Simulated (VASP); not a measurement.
NaH, 2 atoms in the cell. It takes space group Fm-3m (No. 225, cubic). The conventional cell has a = 4.795 Å, b = 4.795 Å, c = 4.795 Å, α = 90.00°, β = 90.00°, γ = 90.00°. Within 3.2 Å of Na (site symmetry m-3m) lie 6 H at 2.40 Å. Within 3.2 Å of H (site symmetry m-3m) lie 6 Na at 2.40 Å. 

| Quantity | Value |
| --- | --- |
| Program | VASP 6.6.1 |
| Task | single point |
| Functional | PBE |
| Potentials or basis | VASP PAW PBE potentials, release 64 (Na_pv, H) |
| Cutoff | 500 eV |
| k mesh | 4 × 4 × 4 |
| Occupations | gaussian, width 0.01 eV |
| Spin | no spin polarisation |
| Dipole correction | no |
| Further INCAR settings | ALGO = Normal; EDIFF = 1e-06; NBANDS = 11 |

Potentials or basis: VASP PAW PBE potentials, release 64 (Na_pv, H).

Launch:

```sh
$ cat potpaw_PBE.64/Na_pv/POTCAR potpaw_PBE.64/H/POTCAR > POTCAR
$ mpirun -np 1 vasp_std > vasp.out
```

Hardware: 1 thread of Intel(R) Xeon(R) Platinum 8488C (Sapphire Rapids) (shared host).

Question: Estimate the wall time of this run.

Answer: It took 4.8 s on 1 thread of Intel(R) Xeon(R) Platinum 8488C (Sapphire Rapids), on a shared host, peak memory 0.15 GiB. Counts: scf iterations 12, k points 8.
